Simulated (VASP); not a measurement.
# NiI3 (Pm-3m) in VASP: notebook

Runs on NiI3. Level: PBE+U. Tasks: single point.

All numbers are computed with VASP 6.6.1; they aren't measurements. Logs are shortened: lines on timing, memory, paths and dates and some standing lists are left out, and cuts for length are marked.

**1. The cell of the first run**

The structure is cubic, space group Pm-3m (No. 221). The conventional cell has a = 5.559 Å, b = 5.559 Å, c = 5.559 Å, α = 90.00°, β = 90.00°, γ = 90.00°. Within 3.7 Å of Ni (site symmetry m-3m) lie 6 I at 2.78 Å. I (site symmetry 4/mmm) has 2 Ni at 2.78 Å within 3.7 Å.

**2. Single point, PBE+U, collinear spin, ferromagnetic start**

INCAR

```
ALGO = Normal ; EDIFF = 1E-7
ENCUT = 520 ; GGA = PE
ISIF = 2 ; ISMEAR = 0
ISPIN = 2 ; LASPH = T
LCHARG = T ; LDAU = T
LDAUJ = 0 0 ; LDAUL = 2 -1
LDAUPRINT = 1 ; LDAUTYPE = 2
LDAUU = 6.2 0 ; LELF = T
LMAXMIX = 4 ; LORBIT = 11
LREAL = F ; LVHAR = T
LWAVE = F ; MAGMOM = 1.83 0 0 0
NBANDS = 28 ; NELM = 150
PREC = Accurate ; SIGMA = 0.05
```

KPOINTS

```
k-points
0
Gamma
  4 4 4
```

POSCAR

```
NiI3
1.0
    5.5589997942      0.0000000000      0.0000000000
    0.0000000000      5.5589997942      0.0000000000
    0.0000000000      0.0000000000      5.5589997942
Ni I
1 3
Direct
    0.0000000000      0.0000000000      0.0000000000
    0.5000000000      0.0000000000      0.0000000000
    0.0000000000      0.0000000000      0.5000000000
    0.0000000000      0.5000000000      0.0000000000
```

Potentials or basis: VASP PAW PBE potentials, release 64 (Ni, I).

Command:

```
$ cat potpaw_PBE.64/Ni/POTCAR potpaw_PBE.64/I/POTCAR > POTCAR
$ mpirun -np 1 vasp_std > vasp.out
```

OUTCAR:

```text
EDIFF = 1E-7
   ENCUT = 520
   GGA = PE
   ISIF = 2
   ISMEAR = 0
   ISPIN = 2
   LASPH = T
   LORBIT = 11
   LREAL = F
   NELM = 150
   PREC = Accurate

 ion  position               nearest neighbor table
   1  0.000  0.000  0.000-   2 2.78   3 2.78   4 2.78   3 2.78   4 2.78   2 2.78
   2  0.500  0.000  0.000-   1 2.78   1 2.78
   3  0.000  0.000  0.500-   1 2.78   1 2.78
   4  0.000  0.500  0.000-   1 2.78   1 2.78

  LATTYP: Found a simple cubic cell.
 ALAT       =     5.5589997942

  Lattice vectors:

 A1 = (   5.5589997942,   0.0000000000,   0.0000000000)
 A2 = (   0.0000000000,   5.5589997942,   0.0000000000)
 A3 = (   0.0000000000,   0.0000000000,   5.5589997942)

Analysis of symmetry for initial positions (statically):
=====================================================================
 Subroutine PRICEL returns:
 Original cell was already a primitive cell.

 Routine SETGRP: Setting up the symmetry group for a
 simple cubic supercell.

 Subroutine GETGRP returns: Found 48 space group operations
 (whereof 48 operations were pure point group operations)
 out of a pool of 48 trial point group operations.

The static configuration has the point symmetry O_h .

Analysis of symmetry for dynamics (positions and initial velocities):
=====================================================================
 Subroutine PRICEL returns:
 Original cell was already a primitive cell.

 Routine SETGRP: Setting up the symmetry group for a
 simple cubic supercell.

 Subroutine GETGRP returns: Found 48 space group operations
 (whereof 48 operations were pure point group operations)
 out of a pool of 48 trial point group operations.

The dynamic configuration has the point symmetry O_h .

Analysis of structural, dynamic, and magnetic symmetry:
=====================================================================
 Subroutine PRICEL returns:
 Original cell was already a primitive cell.

 Routine SETGRP: Setting up the symmetry group for a
 simple cubic supercell.

 Subroutine GETGRP returns: Found 48 space group operations
 (whereof 48 operations were pure point group operations)
 out of a pool of 48 trial point group operations.

The overall configuration has the point symmetry O_h .

 Subroutine INISYM returns: Found 48 space group operations
 (whereof 48 operations are pure point group operations),
 and found     1 'primitive' translations

----------------------------------------------------------------------------------------

                                     Primitive cell

  volume of cell :     171.7869

  direct lattice vectors                    reciprocal lattice vectors
     5.558999794  0.000000000  0.000000000     0.179888476  0.000000000  0.000000000
     0.000000000  5.558999794  0.000000000     0.000000000  0.179888476  0.000000000
     0.000000000  0.000000000  5.558999794     0.000000000  0.000000000  0.179888476

  length of vectors
     5.558999794  5.558999794  5.558999794     0.179888476  0.179888476  0.179888476

  position of ions in fractional coordinates (direct lattice)
     0.000000000  0.000000000  0.000000000
     0.500000000  0.000000000  0.000000000
     0.000000000  0.000000000  0.500000000
     0.000000000  0.500000000  0.000000000

  ion indices of the primitive-cell ions
   primitive index   ion index
                 1           1
                 2           2
                 3           3
                 4           4

[... 68 lines left out ...]
   NUPDOWN=      -1.0000    fix difference up-down
   EMIN   =  10.00;   EMAX   =-10.00  energy-range for DOS
   EFERMI =   0.00;   METHOD = LEGACY
   ISMEAR =     0;   SIGMA  =   0.05  broadening in eV -4-tet -1-fermi 0-gaus
   EFERMI_NEDOS =   21; number of points for ismear=-14 and -15
   IALGO  =     38    algorithm
   IMIX   =      4    mixing-type and parameters
     AMIX     =   0.40;   BMIX     =  1.00
     AMIX_MAG =   1.60;   BMIX_MAG =  1.00
  volume/ion in A,a.u.               =      42.95       289.82
  Fermi-wavevector in a.u.,A,eV,Ry     =   0.925121  1.748226 11.644541  0.855850
  Thomas-Fermi vector in A             =   2.050941
   LORBIT       =     11    0 simple, 1 ext, 2 COOP (PROOUT), +10 PAW based schemes
 LDA+U is selected, type is set to LDAUTYPE =  2
   angular momentum for each species LDAUL =     2   -1
   U (eV)           for each species LDAUU =   6.2  0.0
   J (eV)           for each species LDAUJ =   0.0  0.0
   GGA     = PE    functional components
   LHFCALC =     F    Hartree Fock is set to
   AEXX    =    0.0000 exact exchange contribution
   IVDW    =     0    specifies the selected vdW correction
   LEPSILON=     F    determine dielectric tensor
   LRPA    =     F    only Hartree local field effects (RPA)
 spin polarized calculation
 Gauss-broadening in eV      SIGMA  =   0.05
  energy-cutoff  :      520.00
  volume of cell :      171.79
 maximum number of plane-waves:      4680
 NGX is ok and might be reduce to    42
   NGX = 21   NGY = 21   NGZ = 21

atom =   1  type =  1  l = 2

 onsite density matrix

spin component  1

  0.9730 -0.0000 -0.0000  0.0000  0.0000
 -0.0000  0.9730  0.0000  0.0000  0.0000
 -0.0000  0.0000  0.9915 -0.0000  0.0000
  0.0000  0.0000 -0.0000  0.9730  0.0000
  0.0000  0.0000  0.0000  0.0000  0.9915

spin component  2

  0.9708 -0.0000  0.0000  0.0000 -0.0000
 -0.0000  0.9708  0.0000  0.0000 -0.0000
  0.0000  0.0000  0.1692  0.0000  0.0000
  0.0000  0.0000  0.0000  0.9708  0.0000
 -0.0000 -0.0000  0.0000  0.0000  0.1692

 occupancies and eigenvectors

  o =  0.1692  v =  0.0000  0.0000  0.0000  0.0000  0.0000  0.0000 -0.0000  0.9995  0.0000 -0.0308      0.0000  0.0000  0.0000  0.0000  0.0000  0.0000  0.0000  0.0000  0.0000  0.0000
  o =  0.1692  v =  0.0000  0.0000  0.0000  0.0000  0.0000  0.0000 -0.0000 -0.0308  0.0000 -0.9995      0.0000  0.0000  0.0000  0.0000  0.0000  0.0000  0.0000  0.0000  0.0000  0.0000
  o =  0.9708  v =  0.0000  0.0000  0.0000  0.0000  0.0000  1.0000  0.0000  0.0000  0.0000  0.0000      0.0000  0.0000  0.0000  0.0000  0.0000  0.0000  0.0000  0.0000  0.0000  0.0000
  o =  0.9708  v =  0.0000  0.0000  0.0000  0.0000  0.0000  0.0000  0.0166  0.0000  0.9999  0.0000      0.0000  0.0000  0.0000  0.0000  0.0000  0.0000  0.0000  0.0000  0.0000  0.0000
  o =  0.9708  v =  0.0000  0.0000  0.0000  0.0000  0.0000  0.0000 -0.9999 -0.0000  0.0166 -0.0000      0.0000  0.0000  0.0000  0.0000  0.0000  0.0000  0.0000  0.0000  0.0000  0.0000
  o =  0.9730  v =  0.0000 -0.9415 -0.0000  0.3370  0.0000  0.0000  0.0000  0.0000  0.0000  0.0000      0.0000  0.0000  0.0000  0.0000  0.0000  0.0000  0.0000  0.0000  0.0000  0.0000
  o =  0.9730  v =  1.0000  0.0000  0.0000  0.0000  0.0000  0.0000  0.0000  0.0000  0.0000  0.0000      0.0000  0.0000  0.0000  0.0000  0.0000  0.0000  0.0000  0.0000  0.0000  0.0000
  o =  0.9730  v =  0.0000 -0.3370 -0.0000 -0.9415  0.0000  0.0000  0.0000  0.0000  0.0000  0.0000      0.0000  0.0000  0.0000  0.0000  0.0000  0.0000  0.0000  0.0000  0.0000  0.0000
  o =  0.9915  v =  0.0000  0.0000 -0.0035  0.0000  1.0000  0.0000  0.0000  0.0000  0.0000  0.0000      0.0000  0.0000  0.0000  0.0000  0.0000  0.0000  0.0000  0.0000  0.0000  0.0000
  o =  0.9915  v =  0.0000 -0.0000  1.0000 -0.0000  0.0035  0.0000  0.0000  0.0000  0.0000  0.0000      0.0000  0.0000  0.0000  0.0000  0.0000  0.0000  0.0000  0.0000  0.0000  0.0000

 number of electron      30.9999987 magnetization       1.4179487

 Free energy of the ion-electron system (eV)
  ---------------------------------------------------
  ext. energy  EPLUGINS =         0.00000000
  ---------------------------------------------------
  free energy    TOTEN  =        -6.85159566 eV

  energy without entropy =       -6.83903301  energy(sigma->0) =       -6.84531433

 E-fermi :   1.1086     XC(G=0):  -7.3681

 val. band max:        1.1054513416   @ k =   0.2500   0.2500   0.0000
 cond. band min:       1.1331073734   @ k =   0.2500   0.2500   0.2500
 fundamental gap:      0.0276560318
 Fermi energy:         1.1085808671

 spin component 1

 k-point     1 :       0.0000    0.0000    0.0000
  band No.  band energies     occupation
      1     -11.1762      1.00000
      2     -10.2002      1.00000
      3     -10.2002      1.00000
      4      -5.8737      1.00000
      5      -5.8736      1.00000
      6      -4.9538      1.00000
[... 289 lines left out ...]
     26      10.3145      0.00000
     27      10.3145      0.00000
 Fermi energy:         1.1085808671

 spin component 2

 k-point     1 :       0.0000    0.0000    0.0000
  band No.  band energies     occupation
      1     -11.2160      1.00000
      2     -10.1278      1.00000
      3     -10.1277      1.00000
      4      -4.0120      1.00000
      5      -4.0117      1.00000
      6      -4.0115      1.00000
[... 289 lines left out ...]
     26      10.3143      0.00000
     27      10.3144      0.00000
 [bands above 27 left out]

------------------------ aborting loop because EDIFF is reached ----------------------------------------

  FORCE on cell =-STRESS in cart. coord.  units (eV):
  Direction    XX          YY          ZZ          XY          YZ          ZX
  --------------------------------------------------------------------------------------
  -------------------------------------------------------------------------------------
  Total       -0.1183836     -0.1183836     -0.1183836      0.0000000      0.0000000     -0.0000000
  in kB       -1.1041091     -1.1041091     -1.1041091      0.0000000      0.0000000     -0.0000000
  external PRESSURE =      -1.1041091 kB  Pullay stress =       0.0000000 kB

 VOLUME and BASIS-vectors are now :
 -----------------------------------------------------------------------------
  energy-cutoff  :      520.00
  volume of cell :      171.79
      direct lattice vectors                 reciprocal lattice vectors
     5.558999794  0.000000000  0.000000000     0.179888476  0.000000000  0.000000000
     0.000000000  5.558999794  0.000000000     0.000000000  0.179888476  0.000000000
     0.000000000  0.000000000  5.558999794     0.000000000  0.000000000  0.179888476

 POSITION                                       TOTAL-FORCE (eV/Angst)
 -----------------------------------------------------------------------------------
      0.00000      0.00000      0.00000         0.000000      0.000000      0.000000
      2.77950      0.00000      0.00000         0.000000      0.000000      0.000000
      0.00000      0.00000      2.77950         0.000000      0.000000      0.000000
      0.00000      2.77950      0.00000         0.000000      0.000000      0.000000
 -----------------------------------------------------------------------------------
    total drift:                               -0.000000     -0.000000     -0.000000

  FREE ENERGIE OF THE ION-ELECTRON SYSTEM (eV)
  ---------------------------------------------------
  free  energy   TOTEN  =        -6.8515956624 eV

  energy  without entropy=       -6.8390330056  energy(sigma->0) =       -6.84531433

 total charge

# of ion       s       p       d       tot
------------------------------------------
    1        0.341   0.284   8.134   8.759
    2        1.516   2.731   0.012   4.259
    3        1.516   2.731   0.012   4.259
    4        1.516   2.731   0.012   4.259
--------------------------------------------------
tot          4.888   8.478   8.170  21.537

 magnetization (x)

# of ion       s       p       d       tot
------------------------------------------
    1        0.026   0.023   1.649   1.699
    2        0.003  -0.068   0.002  -0.064
    3        0.003  -0.068   0.002  -0.064
    4        0.003  -0.068   0.002  -0.064
--------------------------------------------------
tot          0.035  -0.182   1.655   1.508
```

Wall time 2 min (1 thread of AMD EPYC 9R45 (Zen 5), shared host); peak memory 0.32 GiB.

Results:

```yaml
Free_energy: -6.8516 eV
Pressure: -0.1 GPa
Net_moment: 1.42 μB per cell
Site_moments: Ni +1.70; I -0.06 μB
Valence_electrons_inside_the_program's_atomic_spheres: Ni 8.76; I 4.26
```

Eigenvalues of the final occupation matrices:
| site | spin | trace | eigenvalues |
| --- | --- | --- | --- |
| site 1 d | 1 | 4.90 | 0.97 0.97 0.97 0.99 0.99 |
| site 1 d | 2 | 3.25 | 0.17 0.17 0.97 0.97 0.97 |

Caveat: spin-orbit coupling is left out, which moves the levels of the heavy elements.

(Part 1 of 2 ends here.)
